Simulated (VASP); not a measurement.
# Co (P6_3/mmc) in VASP: a series of runs, part 2 of 2

VASP 6.6.1. The steps go on from the part before.

## 6. Single point, PBE, collinear spin, ferromagnetic start

Contents of INCAR:

```
PREC = Accurate ; ENCUT = 520
EDIFF = 1E-6 ; ISMEAR = 1
SIGMA = 0.025 ; LREAL = False
LASPH = True ; NELM = 150
ALGO = Normal ; ISIF = 2
LWAVE = False ; LCHARG = False
ISPIN = 2 ; MAGMOM = 2.5 2.5 2.5 2.5
LORBIT = 11 ; LMAXMIX = 4
GGA = PE ; NBANDS = 30
```

Contents of KPOINTS:

```
Automatic mesh
0
Gamma
  10 10 3
```

Contents of POSCAR:

```
Co
1.0
    2.4705620000      0.0000000000      0.0000000000
   -1.2352810000      2.1395694536      0.0000000000
    0.0000000000      0.0000000000      8.0882340000
Co
4
Direct
    0.0000000000      0.0000000000      0.0000000000
    0.3333333333      0.6666666667      0.2500000000
    0.0000000000      0.0000000000      0.5000000000
    0.6666666667      0.3333333333      0.7500000000
```

Potentials or basis: VASP PAW PBE potentials, release 64 (Co).

Launch:

```sh
cat potpaw_PBE.64/Co/POTCAR > POTCAR
mpirun -np 1 vasp_std > vasp.out
```

OUTCAR:

```text
PREC = Accurate
   ENCUT = 520
   EDIFF = 1E-6
   ISMEAR = 1
   LREAL = False
   LASPH = True
   NELM = 150
   ISIF = 2
   ISPIN = 2
   LORBIT = 11
   GGA = PE

 ion  position               nearest neighbor table
   1  0.000  0.000  0.000-   2 2.47   4 2.47   2 2.47   4 2.47   4 2.47   2 2.47
   2  0.333  0.667  0.250-   1 2.47   3 2.47   1 2.47   3 2.47   1 2.47   3 2.47
   3  0.000  0.000  0.500-   2 2.47   4 2.47   2 2.47   4 2.47   4 2.47   2 2.47
   4  0.667  0.333  0.750-   1 2.47   3 2.47   1 2.47   3 2.47   1 2.47   3 2.47

  LATTYP: Found a hexagonal cell.
 ALAT       =     2.4705620000
 C/A-ratio  =     3.2738437651

  Lattice vectors:

 A1 = (   2.4705620000,   0.0000000000,   0.0000000000)
 A2 = (  -1.2352810000,   2.1395694536,   0.0000000000)
 A3 = (   0.0000000000,   0.0000000000,   8.0882340000)

Analysis of symmetry for initial positions (statically):
=====================================================================
 Subroutine PRICEL returns:
 Original cell was already a primitive cell.

 Routine SETGRP: Setting up the symmetry group for a
 hexagonal supercell.

 Subroutine GETGRP returns: Found 24 space group operations
 (whereof 12 operations were pure point group operations)
 out of a pool of 24 trial point group operations.

The static configuration has the point symmetry D_3d.
 The point group associated with its full space group is D_6h.

Analysis of symmetry for dynamics (positions and initial velocities):
=====================================================================
 Subroutine PRICEL returns:
 Original cell was already a primitive cell.

 Routine SETGRP: Setting up the symmetry group for a
 hexagonal supercell.

 Subroutine GETGRP returns: Found 24 space group operations
 (whereof 12 operations were pure point group operations)
 out of a pool of 24 trial point group operations.

The dynamic configuration has the point symmetry D_3d.
 The point group associated with its full space group is D_6h.

Analysis of structural, dynamic, and magnetic symmetry:
=====================================================================
 Subroutine PRICEL returns:
 Original cell was already a primitive cell.

 Routine SETGRP: Setting up the symmetry group for a
 hexagonal supercell.

 Subroutine GETGRP returns: Found 24 space group operations
 (whereof 12 operations were pure point group operations)
 out of a pool of 24 trial point group operations.

The overall configuration has the point symmetry D_3d.
 The point group associated with its full space group is D_6h.

 Subroutine INISYM returns: Found 24 space group operations
 (whereof 12 operations are pure point group operations),
 and found     1 'primitive' translations

----------------------------------------------------------------------------------------

                                     Primitive cell

  volume of cell :      42.7539

  direct lattice vectors                    reciprocal lattice vectors
     2.470562000  0.000000000  0.000000000     0.404766203  0.233691876  0.000000000
    -1.235281000  2.139569454  0.000000000     0.000000000  0.467383753  0.000000000
[... 82 lines left out ...]
   ICHARG =      2    charge: 1-file 2-atom 10-const
   ISPIN  =      2    spin polarized calculation?
   LNONCOLLINEAR =      F non collinear calculations
   LSORBIT =      F    spin-orbit coupling
   LASPH  =      T    aspherical Exc in radial PAW
   ENCUT  =  520.0 eV  38.22 Ry    6.18 a.u.   4.59  4.59 15.04*2*pi/ulx,y,z
   NELM   =    150;   NELMIN=  2; NELMDL= -5     # of ELM steps
   EDIFF  = 0.1E-05   stopping-criterion for ELM
   LREAL  =      F    real-space projection
   EDIFFG = 0.1E-04   stopping-criterion for IOM
   NSW    =      0    number of steps for IOM
   IBRION =     -1    ionic relax: 0-MD 1-quasi-New 2-CG
   NFREE  =      0    steps in history (QN), initial steepest desc. (CG)
   ISIF   =      2    stress and relaxation
   ISYM   =      2    0-nonsym 1-usesym 2-fastsym
   POTIM  = 0.5000    time-step for ionic-motion
   TEBEG  =    0.0;   TEEND  =   0.0 temperature during run
   PSTRESS=    0.0 pullay stress
   NELECT =      36.0000    total number of electrons
   NUPDOWN=      -1.0000    fix difference up-down
   EMIN   =  10.00;   EMAX   =-10.00  energy-range for DOS
   EFERMI =   0.00;   METHOD = LEGACY
   ISMEAR =     1;   SIGMA  =   0.03  broadening in eV -4-tet -1-fermi 0-gaus
   EFERMI_NEDOS =   21; number of points for ismear=-14 and -15
   IALGO  =     38    algorithm
   IMIX   =      4    mixing-type and parameters
     AMIX     =   0.40;   BMIX     =  1.00
     AMIX_MAG =   1.60;   BMIX_MAG =  1.00
  volume/ion in A,a.u.               =      10.69        72.13
  Fermi-wavevector in a.u.,A,eV,Ry     =   1.545908  2.921343 32.515642  2.389832
  Thomas-Fermi vector in A             =   2.651220
   LORBIT       =     11    0 simple, 1 ext, 2 COOP (PROOUT), +10 PAW based schemes
   GGA     = PE    functional components
   LHFCALC =     F    Hartree Fock is set to
   AEXX    =    0.0000 exact exchange contribution
   IVDW    =     0    specifies the selected vdW correction
   LEPSILON=     F    determine dielectric tensor
   LRPA    =     F    only Hartree local field effects (RPA)
 spin polarized calculation
 Methfessel and Paxton  Order N= 1 SIGMA  =   0.03
  energy-cutoff  :      520.00
  volume of cell :       42.75
 maximum number of plane-waves:      1172
   NGX =  9   NGY =  9   NGZ = 31

 number of electron      36.0000000 magnetization      10.0000000

 number of electron      35.9999991 magnetization       6.6396395

 Free energy of the ion-electron system (eV)
  ---------------------------------------------------
  ext. energy  EPLUGINS =         0.00000000
  ---------------------------------------------------
  free energy    TOTEN  =       -28.12472928 eV

  energy without entropy =      -28.12479998  energy(sigma->0) =      -28.12475285

 E-fermi :  10.4993     XC(G=0): -13.4932

 val. band max:       10.4922300233   @ k =   0.2000   0.0000   0.3333
 cond. band min:      10.5512198152   @ k =   0.1000   0.1000   0.3333
 fundamental gap:      0.0589897919
 Fermi energy:        10.4993314892

 spin component 1

 k-point     1 :       0.0000    0.0000    0.0000
  band No.  band energies     occupation
      1       1.4627      1.00000
      2       3.6773      1.00000
      3       3.7032      1.00000
      4       5.2558      1.00000
      5       7.4592      1.00000
      6       7.4836      1.00000
[... 781 lines left out ...]
     29      23.6984      0.00000
     30      24.3406      0.00000

 [... further k-points ...]

 spin component 2

 k-point     1 :       0.0000    0.0000    0.0000
  band No.  band energies     occupation
      1       1.4825      1.00000
      2       3.7827      1.00000
      3       3.7849      1.00000
      4       6.1946      1.00000
      5       8.8036      1.00000
      6       8.8662      1.00000
[... 781 lines left out ...]
     29      24.1096      0.00000
     30      24.7178      0.00000

 [... further k-points ...]
[... 5 lines left out ...]
  --------------------------------------------------------------------------------------
  -------------------------------------------------------------------------------------
  Total        1.3733545      1.3733545      0.4467618     -0.0000000     -0.0000000      0.0000000
  in kB       51.4656407     51.4656407     16.7421330     -0.0000000     -0.0000000      0.0000000
  external PRESSURE =      39.8911381 kB  Pullay stress =       0.0000000 kB

 VOLUME and BASIS-vectors are now :
 -----------------------------------------------------------------------------
  energy-cutoff  :      520.00
  volume of cell :       42.75
      direct lattice vectors                 reciprocal lattice vectors
     2.470562000  0.000000000  0.000000000     0.404766203  0.233691876  0.000000000
    -1.235281000  2.139569454  0.000000000     0.000000000  0.467383753  0.000000000
     0.000000000  0.000000000  8.088234000     0.000000000  0.000000000  0.123636383

 POSITION                                       TOTAL-FORCE (eV/Angst)
 -----------------------------------------------------------------------------------
      0.00000      0.00000      0.00000         0.000000      0.000000      0.000000
     -0.00000      1.42638      2.02206         0.000000     -0.000000      0.000000
      0.00000      0.00000      4.04412         0.000000      0.000000      0.000000
      1.23528      0.71319      6.06618        -0.000000      0.000000      0.000000
 -----------------------------------------------------------------------------------
    total drift:                                0.000000     -0.000000      0.000000

  FREE ENERGIE OF THE ION-ELECTRON SYSTEM (eV)
  ---------------------------------------------------
  free  energy   TOTEN  =       -28.1247292816 eV

  energy  without entropy=      -28.1247999849  energy(sigma->0) =      -28.12475285

 total charge

# of ion       s       p       d       tot
------------------------------------------
    1        0.498   0.536   7.269   8.303
    2        0.497   0.539   7.262   8.299
    3        0.498   0.536   7.269   8.303
    4        0.497   0.539   7.262   8.299
--------------------------------------------------
tot          1.991   2.151  29.062  33.204

 magnetization (x)

# of ion       s       p       d       tot
------------------------------------------
    1       -0.012  -0.049   1.731   1.669
    2       -0.013  -0.052   1.744   1.680
    3       -0.012  -0.049   1.731   1.669
    4       -0.013  -0.052   1.744   1.680
--------------------------------------------------
tot         -0.050  -0.201   6.950   6.698
```

It took 99 s on 1 thread of Intel Xeon 8259CL, shared host; peak memory 0.19 GiB.

Results:

* Free energy: -28.1247 eV
* Pressure: 4.0 GPa
* Net moment: 6.64 μB per cell
* Site moments: Co +1.67, +1.68 (each value once) μB
* Valence electrons inside the program's atomic spheres: Co 8.30

Levels at points of the mesh, in eV from the Fermi level:
Spin up:
```csv
k point,band 18,band 19,band 20,band 21,band 22,band 23,band 24,band 25,band 26,band 27
"(0.00, 0.00, 0.00)",-1.49,-1.49,-1.18,-1.18,-0.78,-0.78,-0.26,6.27,14.84,14.84
"(0.50, 0.00, 0.00)",-0.55,-0.53,-0.51,0.30,1.42,2.52,3.15,7.08,7.10,10.46
```
Spin down:
| k point | band 11 | band 12 | band 13 | band 14 | band 15 | band 16 | band 17 | band 18 |
| --- | --- | --- | --- | --- | --- | --- | --- | --- |
| (0.00, 0.00, 0.00) | -1.09 | -0.81 | -0.81 | -0.77 | -0.77 | -0.30 | 0.11 | 0.11 |
| (0.50, 0.00, 0.00) | -0.78 | -0.06 | -0.02 | 0.56 | 1.25 | 1.27 | 1.28 | 1.30 |

Caveat: the cell stands under pressure.

## 7. Overview

| smearing | gap on the mesh (eV) | pressure (GPa) | moment (μB) |
| --- | --- | --- | --- |
| methfessel-paxton 0.25 eV | none | 4.1 | 6.67 |
| methfessel-paxton 0.15 eV | none | 4.1 | 6.67 |
| methfessel-paxton 0.1 eV | none | 4.1 | 6.67 |
| methfessel-paxton 0.05 eV | none | 4.0 | 6.64 |
| methfessel-paxton 0.025 eV | none | 4.0 | 6.64 |

Alike in all rows: task single point; level PBE; potentials or basis VASP PAW PBE potentials, release 64 (Co); spin collinear, ferromagnetic start; cell as given; k mesh 10 × 10 × 3; cutoff (eV) 520.

Caveats: the cell stands under pressure; so wide a smearing shifts energies and pressures (at least some runs).

Total energies depend on the potentials used, so only differences within one code and one set of settings carry meaning.

The gap in the log of VASP goes by the Fermi energy; the results here count the filled bands.